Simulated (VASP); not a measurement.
# GaN (P6_3mc) in VASP: a series of runs

Aim: see how the results for GaN move with the level of theory and the settings. Levels: LDA, r2SCAN, PBE. Tasks: single point, relaxation of the atoms.

All numbers are computed with VASP 6.6.1; they aren't measurements. Logs are shortened: lines on timing, memory, paths and dates and some standing lists are left out, and cuts for length are marked.

## 1. The cell of the first run

It takes space group P6_3mc (No. 186, hexagonal). Conventional cell: a = 3.208 Å, b = 3.208 Å, c = 5.185 Å, α = 90.00°, β = 90.00°, γ = 120.00°. Ga (site symmetry 3m) has 4 N at 1.96 Å within 2.6 Å. Within 2.6 Å of N (site symmetry 3m) lie 4 Ga at 1.96 Å.

## 2. Single point, LDA

File INCAR:

```
  PREC = Accurate
  ENCUT = 520
  EDIFF = 1E-6
  ISMEAR = 0
  SIGMA = 0.03
  LREAL = False
  LASPH = True
  NELM = 80
  ALGO = Normal
  ISIF = 2
  LWAVE = False
  LCHARG = False
  NBANDS = 26
```

File KPOINTS:

```
Automatic mesh
0
Gamma
  8 8 5
```

File POSCAR:

```
GaN
1.0
    3.2081339984      0.0000000000      0.0000000000
   -1.6040669992      2.7783255414      0.0000000000
    0.0000000000      0.0000000000      5.1850000000
Ga N
2 2
Direct
    0.3333333333      0.6666666667     -0.0004122206
    0.6666666667      0.3333333333      0.4995877794
    0.3333333333      0.6666666667      0.3774122206
    0.6666666667      0.3333333333      0.8774122206
```

Potentials or basis: VASP PAW LDA potentials, release 64 (Ga_d, N).

Started as:

```sh
> cat potpaw_LDA.64/Ga_d/POTCAR potpaw_LDA.64/N/POTCAR > POTCAR
> mpirun -np 1 vasp_std > vasp.out
```

OUTCAR:

```text
PREC = Accurate
   ENCUT = 520
   EDIFF = 1E-6
   ISMEAR = 0
   LREAL = False
   LASPH = True
   NELM = 80
   ISIF = 2

 ion  position               nearest neighbor table
   1  0.333  0.667  1.000-   4 1.96   4 1.96   4 1.96   3 1.96
   2  0.667  0.333  0.500-   3 1.96   3 1.96   3 1.96   4 1.96
   3  0.333  0.667  0.377-   2 1.96   2 1.96   2 1.96   1 1.96
   4  0.667  0.333  0.877-   1 1.96   1 1.96   1 1.96   2 1.96

  LATTYP: Found a hexagonal cell.
 ALAT       =     3.2081339984
 C/A-ratio  =     1.6162043115

  Lattice vectors:

 A1 = (   3.2081339984,   0.0000000000,   0.0000000000)
 A2 = (  -1.6040669992,   2.7783255414,   0.0000000000)
 A3 = (   0.0000000000,   0.0000000000,   5.1850000000)

Analysis of symmetry for initial positions (statically):
=====================================================================
 Subroutine PRICEL returns:
 Original cell was already a primitive cell.

 Routine SETGRP: Setting up the symmetry group for a
 hexagonal supercell.

 Subroutine GETGRP returns: Found 12 space group operations
 (whereof  6 operations were pure point group operations)
 out of a pool of 24 trial point group operations.

The static configuration has the point symmetry C_3v.
 The point group associated with its full space group is C_6v.

Analysis of symmetry for dynamics (positions and initial velocities):
=====================================================================
 Subroutine PRICEL returns:
 Original cell was already a primitive cell.

 Routine SETGRP: Setting up the symmetry group for a
 hexagonal supercell.

 Subroutine GETGRP returns: Found 12 space group operations
 (whereof  6 operations were pure point group operations)
 out of a pool of 24 trial point group operations.

The dynamic configuration has the point symmetry C_3v.
 The point group associated with its full space group is C_6v.

 Subroutine INISYM returns: Found 12 space group operations
 (whereof  6 operations are pure point group operations),
 and found     1 'primitive' translations

----------------------------------------------------------------------------------------

                                     Primitive cell

  volume of cell :      46.2152

  direct lattice vectors                    reciprocal lattice vectors
     3.208133998  0.000000000  0.000000000     0.311707678  0.179964512  0.000000000
    -1.604066999  2.778325541  0.000000000     0.000000000  0.359929024  0.000000000
     0.000000000  0.000000000  5.185000000     0.000000000  0.000000000  0.192864031

  length of vectors
     3.208133998  3.208133998  5.185000000     0.359929024  0.359929024  0.192864031

  position of ions in fractional coordinates (direct lattice)
     0.333333333  0.666666667  0.999587779
     0.666666667  0.333333333  0.499587779
     0.333333333  0.666666667  0.377412221
     0.666666667  0.333333333  0.877412221

  ion indices of the primitive-cell ions
   primitive index   ion index
                 1           1
                 2           2
                 3           3
                 4           4

----------------------------------------------------------------------------------------

 KPOINTS: Automatic mesh

Automatic generation of k-mesh.
 Grid dimensions read from file:
 generate k-points for:    8    8    5

 Generating k-lattice:

  Cartesian coordinates                     Fractional coordinates (reciprocal lattice)
     0.038963460  0.022495564  0.000000000     0.125000000  0.000000000  0.000000000
     0.000000000  0.044991128  0.000000000     0.000000000  0.125000000  0.000000000
     0.000000000  0.000000000  0.038572806     0.000000000  0.000000000  0.200000000

  Length of vectors
     0.044991128  0.044991128  0.038572806

  Shift w.r.t. Gamma in fractional coordinates (k-lattice)
     0.000000000  0.000000000  0.000000000

 Subroutine IBZKPT returns following result:
 ===========================================

 Found     30 irreducible k-points:

 Following reciprocal coordinates:
            Coordinates               Weight
  0.000000  0.000000  0.000000      1.000000
  0.125000 -0.000000  0.000000      6.000000
  0.250000 -0.000000  0.000000      6.000000
  0.375000  0.000000  0.000000      6.000000
  0.500000 -0.000000  0.000000      3.000000
  0.125000  0.125000  0.000000      6.000000
[... 16 lines left out ...]
  0.250000 -0.000000  0.400000     12.000000
  0.375000  0.000000  0.400000     12.000000
 [... further k-points ...]
   k-points           NKPTS =     30   k-points in BZ     NKDIM =     30   number of bands    NBANDS=     26
   number of dos      NEDOS =    301   number of ions     NIONS =      4
   total plane-waves  NPLWV =  23040
   dimension x,y,z NGX =    24 NGY =   24 NGZ =   40
   dimension x,y,z NGXF=    48 NGYF=   48 NGZF=   80
   ions per type =               2   2
   NGX,Y,Z   is equivalent  to a cutoff of  12.44, 12.44, 12.83 a.u.
   NGXF,Y,Z  is equivalent  to a cutoff of  24.87, 24.87, 25.65 a.u.
 SYSTEM =  unknown system
   PREC   = accura    normal or accurate (medium, high low for compatibility)
   ISTART =      0    job   : 0-new  1-cont  2-samecut
   ICHARG =      2    charge: 1-file 2-atom 10-const
   ISPIN  =      1    spin polarized calculation?
   LNONCOLLINEAR =      F non collinear calculations
   LSORBIT =      F    spin-orbit coupling
   LASPH  =      T    aspherical Exc in radial PAW
   ENCUT  =  520.0 eV  38.22 Ry    6.18 a.u.   5.97  5.97  9.64*2*pi/ulx,y,z
   NELM   =     80;   NELMIN=  2; NELMDL= -5     # of ELM steps
   EDIFF  = 0.1E-05   stopping-criterion for ELM
   LREAL  =      F    real-space projection
   EDIFFG = 0.1E-04   stopping-criterion for IOM
   NSW    =      0    number of steps for IOM
   IBRION =     -1    ionic relax: 0-MD 1-quasi-New 2-CG
   NFREE  =      0    steps in history (QN), initial steepest desc. (CG)
   ISIF   =      2    stress and relaxation
   ISYM   =      2    0-nonsym 1-usesym 2-fastsym
   POTIM  = 0.5000    time-step for ionic-motion
   TEBEG  =    0.0;   TEEND  =   0.0 temperature during run
   PSTRESS=    0.0 pullay stress
   NELECT =      36.0000    total number of electrons
   NUPDOWN=      -1.0000    fix difference up-down
   EMIN   =  10.00;   EMAX   =-10.00  energy-range for DOS
   EFERMI =   0.00;   METHOD = LEGACY
   ISMEAR =     0;   SIGMA  =   0.03  broadening in eV -4-tet -1-fermi 0-gaus
   EFERMI_NEDOS =   21; number of points for ismear=-14 and -15
   IALGO  =     38    algorithm
   IMIX   =      4    mixing-type and parameters
     AMIX     =   0.40;   BMIX     =  1.00
     AMIX_MAG =   1.60;   BMIX_MAG =  1.00
  volume/ion in A,a.u.               =      11.55        77.97
  Fermi-wavevector in a.u.,A,eV,Ry     =   1.506309  2.846512 30.871186  2.268968
  Thomas-Fermi vector in A             =   2.617044
   LORBIT       =      0    0 simple, 1 ext, 2 COOP (PROOUT), +10 PAW based schemes
   GGA     = CA    functional components
   LHFCALC =     F    Hartree Fock is set to
   AEXX    =    0.0000 exact exchange contribution
   IVDW    =     0    specifies the selected vdW correction
   LEPSILON=     F    determine dielectric tensor
   LRPA    =     F    only Hartree local field effects (RPA)
 non-spin polarized calculation
 Gauss-broadening in eV      SIGMA  =   0.03
  energy-cutoff  :      520.00
  volume of cell :       46.22
 maximum number of plane-waves:      1262
 NGX is ok and might be reduce to    24
   NGX = 11   NGY = 11   NGZ = 19

 number of electron      35.9999964 magnetization

 Free energy of the ion-electron system (eV)
  ---------------------------------------------------
  ext. energy  EPLUGINS =         0.00000000
  ---------------------------------------------------
  free energy    TOTEN  =       -27.86799882 eV

  energy without entropy =      -27.86799882  energy(sigma->0) =      -27.86799882

 E-fermi :   5.0780     XC(G=0): -12.0598

 val. band max:        4.9314008929   @ k =   0.0000   0.0000   0.0000
 cond. band min:       6.8031864399   @ k =   0.0000   0.0000   0.0000
 fundamental gap:      1.8717855469
 Fermi energy:         5.0779992724

 k-point     1 :       0.0000    0.0000    0.0000
  band No.  band energies     occupation
      1     -10.8076      2.00000
      2      -9.9822      2.00000
      3      -8.5961      2.00000
      4      -8.5825      2.00000
      5      -8.5825      2.00000
      6      -8.5231      2.00000
[... 18 lines left out ...]
     25      16.3408      0.00000
     26      16.3408      0.00000

 k-point     2 :       0.1250   -0.0000    0.0000
  band No.  band energies     occupation
      1     -10.6614      2.00000
      2      -9.9504      2.00000
      3      -8.5799      2.00000
      4      -8.5622      2.00000
      5      -8.5307      2.00000
      6      -8.5033      2.00000
[... 18 lines left out ...]
     25      15.9684      0.00000
     26      16.6631      0.00000

 k-point     3 :       0.2500   -0.0000    0.0000
  band No.  band energies     occupation
      1     -10.3298      2.00000
      2      -9.8922      2.00000
      3      -8.5430      2.00000
      4      -8.5267      2.00000
      5      -8.4627      2.00000
      6      -8.4255      2.00000
[... 18 lines left out ...]
     25      16.1183      0.00000
     26      17.3318      0.00000

 k-point     4 :       0.3750    0.0000    0.0000
  band No.  band energies     occupation
      1     -10.0688      2.00000
      2      -9.8571      2.00000
      3      -8.5305      2.00000
      4      -8.5139      2.00000
      5      -8.4298      2.00000
      6      -8.3743      2.00000
[... 18 lines left out ...]
     25      16.5599      0.00000
     26      17.9458      0.00000
[... 496 lines left out ...]
      1     -10.3054      2.00000
      2     -10.0786      2.00000
      3      -8.5576      2.00000
      4      -8.5470      2.00000
      5      -8.5378      2.00000
      6      -8.5258      2.00000
[... 18 lines left out ...]
     25      15.2167      0.00000
     26      15.7262      0.00000

 k-point    23 :       0.2500   -0.0000    0.4000
  band No.  band energies     occupation
      1     -10.0863      2.00000
      2      -9.9527      2.00000
      3      -8.5337      2.00000
      4      -8.5077      2.00000
      5      -8.4940      2.00000
      6      -8.4625      2.00000
[... 18 lines left out ...]
     25      15.9662      0.00000
     26      16.5531      0.00000

 k-point    24 :       0.3750    0.0000    0.4000
  band No.  band energies     occupation
      1      -9.9352      2.00000
      2      -9.8716      2.00000
      3      -8.5408      2.00000
      4      -8.5079      2.00000
      5      -8.4568      2.00000
      6      -8.4075      2.00000
[... 18 lines left out ...]
     25      16.3246      0.00000
     26      17.2227      0.00000

 [... further k-points ...]
[... 5 lines left out ...]
  --------------------------------------------------------------------------------------
  -------------------------------------------------------------------------------------
  Total       -2.3289638     -2.3289638     -1.6124766      0.0000000      0.0000000     -0.0000000
  in kB      -80.7400342    -80.7400342    -55.9010033      0.0000000      0.0000000     -0.0000000
  external PRESSURE =     -72.4603573 kB  Pullay stress =       0.0000000 kB

 VOLUME and BASIS-vectors are now :
 -----------------------------------------------------------------------------
  energy-cutoff  :      520.00
  volume of cell :       46.22
      direct lattice vectors                 reciprocal lattice vectors
     3.208133998  0.000000000  0.000000000     0.311707678  0.179964512  0.000000000
    -1.604066999  2.778325541  0.000000000     0.000000000  0.359929024  0.000000000
     0.000000000  0.000000000  5.185000000     0.000000000  0.000000000  0.192864031

 POSITION                                       TOTAL-FORCE (eV/Angst)
 -----------------------------------------------------------------------------------
     -0.00000      1.85222      5.18286        -0.000000      0.000000     -0.001208
      1.60407      0.92611      2.59036        -0.000000     -0.000000     -0.001208
     -0.00000      1.85222      1.95688         0.000000      0.000000      0.001208
      1.60407      0.92611      4.54938         0.000000     -0.000000      0.001208
 -----------------------------------------------------------------------------------
    total drift:                               -0.000000     -0.000000     -0.000154

  FREE ENERGIE OF THE ION-ELECTRON SYSTEM (eV)
  ---------------------------------------------------
  free  energy   TOTEN  =       -27.8679988213 eV

  energy  without entropy=      -27.8679988213  energy(sigma->0) =      -27.86799882
```

It took 80 s on 1 thread of AMD EPYC 7R13, shared host; peak memory 0.13 GiB.

Results:

```yaml
Free_energy: -27.8680 eV
Pressure: -7.2 GPa
Band_gap_on_the_k_mesh: 1.87 eV
```

Caveat: the cell stands under tension.

## 3. Single point, r2SCAN

File POSCAR:

```
GaN
1.0
    3.2081339984      0.0000000000      0.0000000000
   -1.6040669992      2.7783255414      0.0000000000
    0.0000000000      0.0000000000      5.1850000000
Ga N
2 2
Direct
    0.3333333333      0.6666666667     -0.0004888218
    0.6666666667      0.3333333333      0.4995111782
    0.3333333333      0.6666666667      0.3774888218
    0.6666666667      0.3333333333      0.8774888218
```

File INCAR.step1:

```
ALGO = Normal
EDIFF = 1E-4
ENCUT = 520
GGA = PE
ISMEAR = 0
LASPH = True
LCHARG = False
LREAL = False
LWAVE = True
NBANDS = 26
NELM = 100
PREC = Accurate
SIGMA = 0.05
```

File INCAR.step2:

```
ALGO = Normal
EDIFF = 1E-7
ENCUT = 520
ISIF = 2
ISMEAR = 0
ISTART = 1
LASPH = True
LCHARG = False
LMIXTAU = True
LREAL = False
LWAVE = False
METAGGA = R2SCAN
NBANDS = 26
NELM = 100
PREC = Accurate
SIGMA = 0.05
```

File KPOINTS:

```
k-points
0
Gamma
  8 8 5
```

Potentials or basis: VASP PAW PBE potentials, release 64 (Ga_d, N).

Started as:

```sh
> cat potpaw_PBE.64/Ga_d/POTCAR potpaw_PBE.64/N/POTCAR > POTCAR
> cp INCAR.step1 INCAR
> mpirun -np 1 vasp_std > vasp.out
> cp INCAR.step2 INCAR
> mpirun -np 1 vasp_std > vasp.out
```

OUTCAR:

```text
EDIFF = 1E-7
   ENCUT = 520
   ISIF = 2
   ISMEAR = 0
   ISTART = 1
   LASPH = True
   LREAL = False
   METAGGA = R2SCAN
   NELM = 100
   PREC = Accurate

 ion  position               nearest neighbor table
   1  0.333  0.667  1.000-   4 1.96   4 1.96   4 1.96   3 1.96
   2  0.667  0.333  0.500-   3 1.96   3 1.96   3 1.96   4 1.96
   3  0.333  0.667  0.377-   2 1.96   2 1.96   2 1.96   1 1.96
   4  0.667  0.333  0.877-   1 1.96   1 1.96   1 1.96   2 1.96

  LATTYP: Found a hexagonal cell.
 ALAT       =     3.2081339984
 C/A-ratio  =     1.6162043115

  Lattice vectors:

 A1 = (   3.2081339984,   0.0000000000,   0.0000000000)
 A2 = (  -1.6040669992,   2.7783255414,   0.0000000000)
 A3 = (   0.0000000000,   0.0000000000,   5.1850000000)

Analysis of symmetry for initial positions (statically):
=====================================================================
 Subroutine PRICEL returns:
 Original cell was already a primitive cell.

 Routine SETGRP: Setting up the symmetry group for a
 hexagonal supercell.

 Subroutine GETGRP returns: Found 12 space group operations
[... 170 lines left out ...]
  energy without entropy =      -43.81753815  energy(sigma->0) =      -43.81753815

 E-fermi :   5.2162     XC(G=0): -12.5694

 val. band max:        4.9248693482   @ k =   0.0000   0.0000   0.0000
 cond. band min:       7.1741419333   @ k =   0.0000   0.0000   0.0000
 fundamental gap:      2.2492725850
 Fermi energy:         5.2161584753

 k-point     1 :       0.0000    0.0000    0.0000
  band No.  band energies     occupation
      1     -11.7456      2.00000
      2     -10.7833      2.00000
      3      -8.8867      2.00000
      4      -8.8728      2.00000
      5      -8.8728      2.00000
      6      -8.8065      2.00000
[... 685 lines left out ...]
     25      17.2223      0.00000
     26      18.2176      0.00000

 [... further k-points ...]

------------------------ aborting loop because EDIFF is reached ----------------------------------------

  FORCE on cell =-STRESS in cart. coord.  units (eV):
  Direction    XX          YY          ZZ          XY          YZ          ZX
  --------------------------------------------------------------------------------------
  -------------------------------------------------------------------------------------
  Total       -0.7870985     -0.7870985     -0.1575713      0.0000000      0.0000000      0.0000000
  in kB      -27.2869670    -27.2869670     -5.4626501      0.0000000      0.0000000      0.0000000
  external PRESSURE =     -20.0121947 kB  Pullay stress =       0.0000000 kB

 VOLUME and BASIS-vectors are now :
 -----------------------------------------------------------------------------
  energy-cutoff  :      520.00
  volume of cell :       46.22
      direct lattice vectors                 reciprocal lattice vectors
     3.208133998  0.000000000  0.000000000     0.311707678  0.179964512  0.000000000
    -1.604066999  2.778325541  0.000000000     0.000000000  0.359929024  0.000000000
     0.000000000  0.000000000  5.185000000     0.000000000  0.000000000  0.192864031

 POSITION                                       TOTAL-FORCE (eV/Angst)
 -----------------------------------------------------------------------------------
     -0.00000      1.85222      5.18247         0.000000      0.000000      0.003837
      1.60407      0.92611      2.58997        -0.000000     -0.000000      0.003837
     -0.00000      1.85222      1.95728         0.000000     -0.000000     -0.003837
      1.60407      0.92611      4.54978         0.000000     -0.000000     -0.003837
 -----------------------------------------------------------------------------------
    total drift:                                0.000002      0.000004      0.042649

  FREE ENERGIE OF THE ION-ELECTRON SYSTEM (eV)
  ---------------------------------------------------
  free  energy   TOTEN  =       -43.8175381508 eV

  energy  without entropy=      -43.8175381508  energy(sigma->0) =      -43.81753815
```

OUTCAR.step1:

```text
EDIFF = 1E-4
   ENCUT = 520
   GGA = PE
   ISMEAR = 0
[... 928 lines left out ...]
     -0.00000      1.85222      5.18247        -0.000000     -0.000000     -0.000723
      1.60407      0.92611      2.58997        -0.000000      0.000000     -0.000723
     -0.00000      1.85222      1.95728        -0.000000      0.000000      0.000723
      1.60407      0.92611      4.54978         0.000000     -0.000000      0.000723
 -----------------------------------------------------------------------------------
    total drift:                               -0.000001     -0.000001     -0.001186

  FREE ENERGIE OF THE ION-ELECTRON SYSTEM (eV)
  ---------------------------------------------------
  free  energy   TOTEN  =       -24.3168234683 eV

  energy  without entropy=      -24.3168234683  energy(sigma->0) =      -24.31682347
```

It took 4.9 min on 1 thread of AMD EPYC 7R13, shared host; peak memory 0.15 GiB.

What came out:

- Free energy: -43.8175 eV
- Pressure: -2.0 GPa
- Largest force: 0.004 eV/Å
- Band gap on the k mesh: 2.25 eV

Forces in eV/Å, atoms in the order of the input:
```
Ga   0.000  0.000  0.004
Ga   0.000  0.000  0.004
N    0.000  0.000 -0.004
N    0.000  0.000 -0.004
```

Caveat: the PAW data sets were made with another functional, which shifts forces and pressure a little.

(Part 1 of 2 ends here.)
